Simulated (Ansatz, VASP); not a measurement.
Two plane-wave programs on Al

```
Al
1.0
     2.02398   -2.02398    0.00000
     2.02398    0.00000   -2.02398
     8.43325    8.09592    7.75859
Al
6
Direct
  0.66667 0.65278 0.08332
  0.00000 0.84723 0.91665
  0.33333 0.29167 0.24998
  0.66667 0.56945 0.58332
  0.00000 0.93056 0.41665
  0.33333 0.20834 0.74998
```

Alike in both runs: task single point; functional PBE; k mesh 19 × 19 × 4; occupations gaussian, width 0.15 eV; no spin polarisation.

|  | VASP | Ansatz |
| --- | --- | --- |
| version | VASP 6.6.1 | Ansatz 0.2.0 |
| potentials or method | VASP PAW PBE potentials, release 64 (Al), cutoff 520 eV | scalar-relativistic, plane waves, PAW |
| valence electrons in the cell | 18 | 18 |

|  | VASP | Ansatz | Ansatz less VASP |
| --- | --- | --- | --- |
| gap on the k mesh at the Fermi level (eV) | none | none | - |
| pressure (GPa) | -0.1 | -0.1 | +0.04 |
| traceless stress, the component that is largest in VASP (GPa) | 0.73 | 0.73 | +0.002 |
| rms of the force components (eV/Å) | 0.107 | 0.107 | +0.0001 |

Atom by atom the forces differ by 0.000 eV/Å (rms over components). A gap of «none» marks a metal or a gap that the smearing closes.
